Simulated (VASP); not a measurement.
A run of VASP 6.6.1 is set up as follows.

The input INCAR:

```
SYSTEM = Ge
  PREC = Accurate
  ENCUT = 600
  EDIFF = 1E-6
  ISMEAR = -1
  SIGMA = 0.02
  LREAL = .FALSE.
  LASPH = .TRUE.
  NELM = 100
  ALGO = Normal
  ISIF = 3
  LWAVE = .FALSE.
  LCHARG = .FALSE.
  IBRION = 2
  NSW = 80
  EDIFFG = -0.005
```

KPOINTS

```
regular mesh
0
G
  6 6 2
  0 0 0
```

File POSCAR:

```
Ge
1.0
    4.0650646557      0.0000000000      0.0000000000
   -2.0325323278      3.5204492599      0.0000000000
    0.0000000000      0.0000000000     13.3425007280
Ge
8
Direct
    0.0000000000      0.0000000000      0.0006019171
    0.3333333333      0.6666666667      0.2496098152
    0.0000000000      0.0000000000      0.5006019171
    0.6666666667      0.3333333333      0.7496098152
    0.0000000000      0.0000000000      0.1868980829
    0.3333333333      0.6666666667      0.4378901848
    0.0000000000      0.0000000000      0.6868980829
    0.6666666667      0.3333333333      0.9378901848
```

Potentials or basis: VASP PAW LDA potentials, release 64 (Ge_d).

Command:

```console
$ cat potpaw_LDA.64/Ge_d/POTCAR > POTCAR
$ mpirun -np 1 vasp_std > vasp.out
```

Question: What does it give for the relaxed cell?

Answer: a = 3.975 Å, b = 3.975 Å, c = 12.996 Å, α = 90.00°, β = 90.00°, γ = 120.00°.

Question: What does it give for the relaxed volume?

Answer: 22.23 Å³/atom.

Question: Estimate the space group after relaxing (to 0.05 Å).

Answer: P6_3/mmc (No. 194).

Question: Estimate the band gap on the k mesh.

Answer: Zero (filled and empty bands touch).

Step by step:
```
step  energy change (eV)  largest force (eV/Å)  pressure (GPa)  volume (Å³)
   1              0.0000                0.0399           -4.21       190.94
   2             -0.1667                0.0306            1.71       174.12
   3             -0.1829                0.0227            0.16       177.92
   4             -0.1825                0.0221           -0.24       178.34
   5             -0.1826                0.0032           -0.20       178.30
   6             -0.1827                0.0106           -0.20       178.27
   7             -0.1828                0.0027           -0.17       178.19
   8             -0.1830                0.0049           -0.16       177.95
   9             -0.1829                0.0148            0.10       177.49
  10             -0.1830                0.0087            0.08       177.68
  11             -0.1830                0.0062            0.10       177.82
  12             -0.1830                0.0044           -0.04       177.89
  13             -0.1830                0.0065            0.05       177.87
  14             -0.1830                0.0054           -0.09       177.88
  15             -0.1830                0.0021            0.04       177.84
  16             -0.1830                0.0073           -0.03       177.85
  17             -0.1830                0.0038           -0.08       177.85
  18             -0.1830                0.0022           -0.08       177.84
  19             -0.1830                0.0024            0.10       177.82
  20             -0.1830                0.0041           -0.03       177.83
  21             -0.1830                0.0040           -0.07       177.83
  22             -0.1830                0.0040           -0.08       177.82
  23             -0.1830                0.0038           -0.03       177.82
  24             -0.1830                0.0042           -0.05       177.82
  25             -0.1830                0.0028            0.02       177.81
```
